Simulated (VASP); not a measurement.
# Hf12C13 in VASP: relaxation of the atoms with PBE

Aim: the relaxation of the atoms of Hf12C13 with PBE.

All numbers are computed with VASP 6.6.1; they aren't measurements. Logs are shortened: lines on timing, memory, paths and dates and some standing lists are left out, and cuts for length are marked.

## Step 1: The cell of the first run

The cell holds a slab with vacuum, 25 atoms: a = 6.578 Å, b = 6.578 Å, c = 20.084 Å, α = 90.00°, β = 90.00°, γ = 90.00°.

## Step 2: Relaxation of the atoms, PBE

INCAR

```
SYSTEM = Hf12C13
  PREC = Accurate
  ENCUT = 520
  EDIFF = 1E-7
  ISMEAR = 0
  SIGMA = 0.1
  LREAL = .False.
  LASPH = .True.
  NELM = 120
  ALGO = Normal
  ISIF = 2
  LWAVE = .False.
  LCHARG = .False.
  LDIPOL = .True.
  IDIPOL = 3
  DIPOL = 0.5 0.5 0.320
  GGA = PE
  IBRION = 2
  NSW = 36
  EDIFFG = -0.025
  GGA_COMPAT = .False.
  NELMIN = 4
  NELMDL = -8
  KPAR = 4
```

KPOINTS

```
Automatic mesh
0
Gamma
  4 4 1
  0 0 0
```

POSCAR

```
Hf12C13
1.0
    6.5782051141      0.0000000000      0.0000000000
    0.0000000000      6.5782051141      0.0000000000
    0.0000000000      0.0000000000     20.0841322555
Hf C
12 13
Selective dynamics
Direct
    0.0000000000      0.0000000000      0.1991622017  F F F
    0.0000000000      0.5000000000      0.1991622017  F F F
    0.5000000000      0.0000000000      0.1991622017  F F F
    0.5000000000      0.5000000000      0.1991622017  F F F
    0.2500000000      0.2500000000      0.3119533852  F F F
    0.2500000000      0.7500000000      0.3119533852  F F F
    0.7500000000      0.2500000000      0.3119533852  F F F
    0.7500000000      0.7500000000      0.3119533852  F F F
    0.0000000000      0.0000000000      0.4231522705  F F F
    0.0000000000      0.5000000000      0.4231522705  F F F
    0.5000000000      0.0000000000      0.4231522705  F F F
    0.5000000000      0.5000000000      0.4231522705  F F F
    0.2500000000      0.2500000000      0.1991622017  F F F
    0.2500000000      0.7500000000      0.1991622017  F F F
    0.7500000000      0.2500000000      0.1991622017  F F F
    0.7500000000      0.7500000000      0.1991622017  F F F
    0.0000000000      0.0000000000      0.3115316059  F F F
    0.0000000000      0.5000000000      0.3115316059  F F F
    0.5000000000      0.0000000000      0.3115316059  F F F
    0.5000000000      0.5000000000      0.3115316059  F F F
    0.2500000000      0.2500000000      0.4274086700  F F F
    0.2500000000      0.7500000000      0.4274086700  F F F
    0.7500000000      0.2500000000      0.4274086700  F F F
    0.7500000000      0.7500000000      0.4274086700  F F F
    0.2500000000      0.2500000000      0.5030903067  F F T
```

Potentials or basis: VASP PAW PBE potentials, release 64 (Hf_pv, C).

Command:

```sh
$ cat potpaw_PBE.64/Hf_pv/POTCAR potpaw_PBE.64/C/POTCAR > POTCAR
$ mpirun -np 4 vasp_std > vasp.out
```

OUTCAR:

```text
SYSTEM = Hf12C13
   PREC = Accurate
   ENCUT = 520
   EDIFF = 1E-7
   ISMEAR = 0
   LREAL = .False.
   LASPH = .True.
   NELM = 120
   ISIF = 2
   GGA = PE
   IBRION = 2
   NSW = 36
   EDIFFG = -0.025
   NELMIN = 4
   NELMDL = -8

 ion  position               nearest neighbor table
   1  0.000  0.000  0.199-  17 2.26  14 2.33  15 2.33  16 2.33  13 2.33   6 3.25   7 3.25   8 3.25
                             5 3.25   3 3.29   2 3.29   2 3.29   3 3.29
   2  0.000  0.500  0.199-  18 2.26  14 2.33  15 2.33  16 2.33  13 2.33   6 3.25   7 3.25   8 3.25
                             5 3.25   4 3.29   1 3.29   1 3.29   4 3.29
   3  0.500  0.000  0.199-  19 2.26  14 2.33  15 2.33  16 2.33  13 2.33   6 3.25   7 3.25   8 3.25
                             5 3.25   4 3.29   1 3.29   4 3.29   1 3.29
   4  0.500  0.500  0.199-  20 2.26  14 2.33  15 2.33  16 2.33  13 2.33   6 3.25   7 3.25   8 3.25
                             5 3.25   3 3.29   2 3.29   3 3.29   2 3.29
   5  0.250  0.250  0.312-  13 2.27  21 2.32  18 2.33  19 2.33  20 2.33  17 2.33  11 3.22  12 3.22
                             9 3.22  10 3.22   3 3.25   4 3.25   1 3.25   2 3.25   6 3.29   7 3.29
   6  0.250  0.750  0.312-  14 2.27  22 2.32  18 2.33  19 2.33  20 2.33  17 2.33  11 3.22  12 3.22
                             9 3.22  10 3.22   3 3.25   4 3.25   1 3.25   2 3.25   5 3.29   8 3.29
   7  0.750  0.250  0.312-  15 2.27  23 2.32  18 2.33  19 2.33  20 2.33  17 2.33  11 3.22  12 3.22
                             9 3.22  10 3.22   3 3.25   4 3.25   1 3.25   2 3.25   5 3.29   8 3.29
   8  0.750  0.750  0.312-  16 2.27  24 2.32  18 2.33  19 2.33  20 2.33  17 2.33  11 3.22  12 3.22
                             9 3.22  10 3.22   3 3.25   4 3.25   1 3.25   2 3.25   6 3.29   7 3.29
   9  0.000  0.000  0.423-  17 2.24  21 2.33  22 2.33  23 2.33  24 2.33  25 2.83   7 3.22   8 3.22
[... 6 lines left out ...]
                             5 3.22   6 3.22  10 3.29  11 3.29  11 3.29  10 3.29
  13  0.250  0.250  0.199-   5 2.27   2 2.33   3 2.33   4 2.33   1 2.33
  14  0.250  0.750  0.199-   6 2.27   2 2.33   3 2.33   4 2.33   1 2.33
  15  0.750  0.250  0.199-   7 2.27   2 2.33   3 2.33   4 2.33   1 2.33
  16  0.750  0.750  0.199-   8 2.27   2 2.33   3 2.33   4 2.33   1 2.33
  17  0.000  0.000  0.312-   9 2.24   1 2.26   6 2.33   7 2.33   8 2.33   5 2.33
  18  0.000  0.500  0.312-  10 2.24   2 2.26   6 2.33   7 2.33   8 2.33   5 2.33
  19  0.500  0.000  0.312-  11 2.24   3 2.26   6 2.33   7 2.33   8 2.33   5 2.33
  20  0.500  0.500  0.312-  12 2.24   4 2.26   6 2.33   7 2.33   8 2.33   5 2.33
  21  0.250  0.250  0.427-  25 1.52   5 2.32  10 2.33  11 2.33  12 2.33   9 2.33
  22  0.250  0.750  0.427-   6 2.32   9 2.33  10 2.33  11 2.33  12 2.33
  23  0.750  0.250  0.427-   7 2.32   9 2.33  10 2.33  11 2.33  12 2.33
  24  0.750  0.750  0.427-   8 2.32   9 2.33  10 2.33  11 2.33  12 2.33
  25  0.250  0.250  0.503-  21 1.52  10 2.83  11 2.83  12 2.83   9 2.83

  LATTYP: Found a simple tetragonal cell.
 ALAT       =     6.5782051141
 C/A-ratio  =     3.0531325654

  Lattice vectors:

 A1 = (   6.5782051141,   0.0000000000,   0.0000000000)
 A2 = (   0.0000000000,   6.5782051141,   0.0000000000)
 A3 = (   0.0000000000,   0.0000000000,  20.0841322555)

Analysis of symmetry for initial positions (statically):
=====================================================================
 Subroutine PRICEL returns:
 Original cell was already a primitive cell.

 Routine SETGRP: Setting up the symmetry group for a
 simple tetragonal supercell.

 Subroutine GETGRP returns: Found  8 space group operations
 (whereof  2 operations were pure point group operations)
 out of a pool of 16 trial point group operations.

The static configuration has the point symmetry C_1h.
 The point group associated with its full space group is C_4v.

Analysis of symmetry for dynamics (positions and initial velocities):
=====================================================================
 Subroutine PRICEL returns:
 Original cell was already a primitive cell.

 Routine SETGRP: Setting up the symmetry group for a
 simple tetragonal supercell.

 Subroutine GETGRP returns: Found  8 space group operations
 (whereof  2 operations were pure point group operations)
 out of a pool of 16 trial point group operations.

The dynamic configuration has the point symmetry C_1h.
 The point group associated with its full space group is C_4v.

Analysis of constrained symmetry for selective dynamics:
=====================================================================
 Subroutine PRICEL returns:
 Original cell was already a primitive cell.

 Routine SETGRP: Setting up the symmetry group for a
 simple tetragonal supercell.

 Subroutine GETGRP returns: Found  8 space group operations
 (whereof  2 operations were pure point group operations)
[... 99 lines left out ...]
 Subroutine IBZKPT returns following result:
 ===========================================

 Found      6 irreducible k-points:

 Following reciprocal coordinates:
            Coordinates               Weight
  0.000000  0.000000  0.000000      1.000000
  0.250000  0.000000  0.000000      4.000000
  0.500000  0.000000  0.000000      2.000000
  0.250000  0.250000  0.000000      4.000000
  0.500000  0.250000  0.000000      4.000000
  0.500000  0.500000  0.000000      1.000000
   k-points           NKPTS =      6   k-points in BZ     NKDIM =      6   number of bands    NBANDS=    103
   number of dos      NEDOS =    301   number of ions     NIONS =     25
   total plane-waves  NPLWV = 375000
   dimension x,y,z NGX =    50 NGY =   50 NGZ =  150
   dimension x,y,z NGXF=   100 NGYF=  100 NGZF=  300
   ions per type =              12  13
   NGX,Y,Z   is equivalent  to a cutoff of  12.64, 12.64, 12.42 a.u.
   NGXF,Y,Z  is equivalent  to a cutoff of  25.27, 25.27, 24.83 a.u.
 SYSTEM =  Hf12C13
   PREC   = accura    normal or accurate (medium, high low for compatibility)
   ISTART =      0    job   : 0-new  1-cont  2-samecut
   ICHARG =      2    charge: 1-file 2-atom 10-const
   ISPIN  =      1    spin polarized calculation?
   LNONCOLLINEAR =      F non collinear calculations
   LSORBIT =      F    spin-orbit coupling
   LASPH  =      T    aspherical Exc in radial PAW
   ENCUT  =  520.0 eV  38.22 Ry    6.18 a.u.  12.23 12.23 37.34*2*pi/ulx,y,z
   NELM   =    120;   NELMIN=  4; NELMDL= -8     # of ELM steps
   EDIFF  = 0.1E-06   stopping-criterion for ELM
   LREAL  =      F    real-space projection
   EDIFFG = -.3E-01   stopping-criterion for IOM
   NSW    =     36    number of steps for IOM
   IBRION =      2    ionic relax: 0-MD 1-quasi-New 2-CG
   NFREE  =      1    steps in history (QN), initial steepest desc. (CG)
   ISIF   =      2    stress and relaxation
   ISYM   =      2    0-nonsym 1-usesym 2-fastsym
   POTIM  = 0.5000    time-step for ionic-motion
   TEBEG  =    0.0;   TEEND  =   0.0 temperature during run
   PSTRESS=    0.0 pullay stress
   NELECT =     172.0000    total number of electrons
   NUPDOWN=      -1.0000    fix difference up-down
   EMIN   =  10.00;   EMAX   =-10.00  energy-range for DOS
   EFERMI =   0.00;   METHOD = LEGACY
   ISMEAR =     0;   SIGMA  =   0.10  broadening in eV -4-tet -1-fermi 0-gaus
   EFERMI_NEDOS =   21; number of points for ismear=-14 and -15
   IALGO  =     38    algorithm
   IMIX   =      4    mixing-type and parameters
     AMIX     =   0.40;   BMIX     =  1.00
     AMIX_MAG =   1.60;   BMIX_MAG =  1.00
  volume/ion in A,a.u.               =      34.76       234.60
  Fermi-wavevector in a.u.,A,eV,Ry     =   0.954029  1.802854 12.383639  0.910172
  Thomas-Fermi vector in A             =   2.082738
   LORBIT       =      0    0 simple, 1 ext, 2 COOP (PROOUT), +10 PAW based schemes
   GGA     = PE    functional components
   LHFCALC =     F    Hartree Fock is set to
   AEXX    =    0.0000 exact exchange contribution
   IVDW    =     0    specifies the selected vdW correction
   LEPSILON=     F    determine dielectric tensor
   LRPA    =     F    only Hartree local field effects (RPA)
 conjugate gradient relaxation of ions
 non-spin polarized calculation
 Gauss-broadening in eV      SIGMA  =   0.10
  energy-cutoff  :      520.00
  volume of cell :      869.10
 maximum number of plane-waves:     23491
 NGX is ok and might be reduce to    50
   NGX = 25   NGY = 25   NGZ = 75

 dipolmoment           0.000000      0.000000     -0.039159 electrons x Angstroem

--------------------------------------- Ionic step        1  -------------------------------------------

 number of electron     171.9999971 magnetization

 Free energy of the ion-electron system (eV)
  ---------------------------------------------------
  ext. energy  EPLUGINS =         0.00000000
  ---------------------------------------------------
  free energy    TOTEN  =      -249.71067349 eV

  energy without entropy =     -249.67743372  energy(sigma->0) =     -249.69405360

------------------------ aborting loop because EDIFF is reached ----------------------------------------

  FORCE on cell =-STRESS in cart. coord.  units (eV):
  Direction    XX          YY          ZZ          XY          YZ          ZX
  --------------------------------------------------------------------------------------
  -------------------------------------------------------------------------------------
  Total      -15.0846343    -15.0846343    -11.2125743      0.0000000      0.0000000      0.0000000
  in kB      -27.8084942    -27.8084942    -20.6703591      0.0000000      0.0000000      0.0000000
  external PRESSURE =     -25.4291159 kB  Pullay stress =       0.0000000 kB
[... 164 lines left out ...]
--------------------------------------- Ionic step        4  -------------------------------------------

 number of electron     171.9999971 magnetization

 dipolmoment           0.000000      0.000000      0.250378 electrons x Angstroem

 Free energy of the ion-electron system (eV)
  ---------------------------------------------------
  ext. energy  EPLUGINS =         0.00000000
  ---------------------------------------------------
  free energy    TOTEN  =      -250.40621740 eV

  energy without entropy =     -250.38425932  energy(sigma->0) =     -250.39523836

 E-fermi :  -0.4599     XC(G=0):  -5.2290

 val. band max:       -0.4809218866   @ k =   0.0000   0.0000   0.0000
 cond. band min:      -0.4270570814   @ k =   0.5000   0.5000   0.0000
 fundamental gap:      0.0538648052
 Fermi energy:        -0.4599421232

 k-point     1 :       0.0000    0.0000    0.0000
  band No.  band energies     occupation
      1     -31.1313      2.00000
      2     -31.0568      2.00000
      3     -31.0568      2.00000
      4     -31.0491      2.00000
      5     -30.9868      2.00000
      6     -30.9840      2.00000
[... 595 lines left out ...]
     97       2.6353      0.00000
     98       2.6712      0.00000
 [bands above 98 left out]

------------------------ aborting loop because EDIFF is reached ----------------------------------------

 vacuum level on the upper side and lower side of the slab       (xc-potential included)         0.502        -0.516

  FORCE on cell =-STRESS in cart. coord.  units (eV):
  Direction    XX          YY          ZZ          XY          YZ          ZX
  --------------------------------------------------------------------------------------
  -------------------------------------------------------------------------------------
  Total      -14.4931378    -14.4931378     -2.9160193      0.0000000      0.0000000      0.0000000
  in kB      -26.7180717    -26.7180717     -5.3756760      0.0000000      0.0000000      0.0000000
  external PRESSURE =     -19.6039398 kB  Pullay stress =       0.0000000 kB
[... 40 lines left out ...]
  FREE ENERGIE OF THE ION-ELECTRON SYSTEM (eV)
  ---------------------------------------------------
  free  energy   TOTEN  =      -250.4062174024 eV

  energy  without entropy=     -250.3842593223  energy(sigma->0) =     -250.39523836

 reached required accuracy - stopping structural energy minimisation

 vacuum level on the upper side and lower side of the slab         4.240         3.194
```

It took 26 min on 4 MPI ranks of Intel Xeon 6975P-C (Granite Rapids), shared host; peak memory 1.1 GiB.

Results:

* Free energy: -250.4062 eV
* Energy gained by relaxing: 27.8 meV/atom
* Ionic steps: 4
* Band gap on the k mesh: zero (bands 86 and 87 overlap by 0.05 eV)

The path:
```tsv
step	energy change (eV)	largest force on free atoms (eV/Å)	pressure (GPa)
1	0.0000	5.3817	-2.54
2	-0.6128	3.2632	-1.69
3	-0.6952	0.1842	-1.98
4	-0.6955	0.0180	-1.96
```

Final structure:
```xyz
25
Lattice="6.5782 0.0000 0.0000 0.0000 6.5782 0.0000 0.0000 0.0000 20.0841" Properties=species:S:1:pos:R:3 pbc="T T T"
Hf    0.0000    0.0000    4.0000
Hf    0.0000    3.2891    4.0000
Hf    3.2891    0.0000    4.0000
Hf    3.2891    3.2891    4.0000
Hf    1.6446    1.6446    6.2653
Hf    1.6446    4.9337    6.2653
Hf    4.9337    1.6446    6.2653
Hf    4.9337    4.9337    6.2653
Hf    0.0000    0.0000    8.4986
Hf    0.0000    3.2891    8.4986
Hf    3.2891    0.0000    8.4986
Hf    3.2891    3.2891    8.4986
C     1.6446    1.6446    4.0000
C     1.6446    4.9337    4.0000
C     4.9337    1.6446    4.0000
C     4.9337    4.9337    4.0000
C     0.0000    0.0000    6.2568
C     0.0000    3.2891    6.2568
C     3.2891    0.0000    6.2568
C     3.2891    3.2891    6.2568
C     1.6446    1.6446    8.5841
C     1.6446    4.9337    8.5841
C     4.9337    1.6446    8.5841
C     4.9337    4.9337    8.5841
C     1.6446    1.6446    9.8980
```

Caveat: spin-orbit coupling is left out, which moves the levels of the heavy elements.

The gap in the log of VASP goes by the Fermi energy; the results here count the filled bands.